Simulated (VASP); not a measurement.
Write the native input for VASP 6.6.1 that does the following.

| Quantity | Value |
| --- | --- |
| Task | density of states |
| Functional | PBE |
| Potentials or basis | VASP PAW PBE potentials, release 64 (Co, Si) |
| Cutoff | 520 eV |
| k mesh | 14 × 14 × 14 |
| Occupations | fermi-dirac, width 0.1 eV |
| Spin | no spin polarisation |
| Dipole correction | no |
| k mesh for the DOS | 21 × 21 × 21 |
| Occupations for the DOS | tetrahedron |
| Further INCAR settings | ALGO = Normal; EDIFF = 1e-06; NBANDS = 14 |

The system is CoSi (CsCl type).

```
Co Si
1.0
     2.27802    0.00000    0.00000
     0.00000    2.27802    0.00000
     0.00000    0.00000    2.27802
Co Si
1 1
Direct
  0.00000 0.00000 0.00000
  0.50000 0.50000 0.50000
```

This cell differs from its parent crystal: volume scaled by 0.55.

The input as run:

POSCAR

```
CoSi
1.0
    2.2780229704      0.0000000000      0.0000000000
    0.0000000000      2.2780229704      0.0000000000
    0.0000000000      0.0000000000      2.2780229704
Co Si
1 1
Direct
    0.0000000000      0.0000000000      0.0000000000
    0.5000000000      0.5000000000      0.5000000000
```

INCAR.step1

```
ALGO = Normal
EDIFF = 1E-6
ENCUT = 520
GGA = PE
GGA_COMPAT = F
ISIF = 2
ISMEAR = -1
LASPH = T
LCHARG = T
LMAXMIX = 4
LORBIT = 11
LREAL = F
LWAVE = F
NBANDS = 14
NEDOS = 2001
NELM = 120
PREC = Accurate
SIGMA = 0.1
```

KPOINTS.step1

```
k-points
0
Gamma
  14 14 14
```

INCAR.step2

```
ALGO = Normal
EDIFF = 1E-6
ENCUT = 520
GGA = PE
GGA_COMPAT = F
ICHARG = 11
ISIF = 2
ISMEAR = -5
LASPH = T
LCHARG = F
LMAXMIX = 4
LORBIT = 11
LREAL = F
LWAVE = F
NBANDS = 14
NEDOS = 2001
NELM = 120
PREC = Accurate
SIGMA = 0.1
```

KPOINTS.step2

```
k-points
0
Gamma
  21 21 21
```

Potentials or basis: VASP PAW PBE potentials, release 64 (Co, Si).

Command:

```sh
$ cat potpaw_PBE.64/Co/POTCAR potpaw_PBE.64/Si/POTCAR > POTCAR
$ cp INCAR.step1 INCAR
$ cp KPOINTS.step1 KPOINTS
$ mpirun -np 1 vasp_std > vasp.out
$ cp INCAR.step2 INCAR
$ cp KPOINTS.step2 KPOINTS
$ mpirun -np 1 vasp_std > vasp.out
```

It took 30 s on 1 thread of Intel(R) Xeon(R) Platinum 8375C CPU @ 2.90GHz (Ice Lake), on a shared host, peak memory 0.16 GiB.
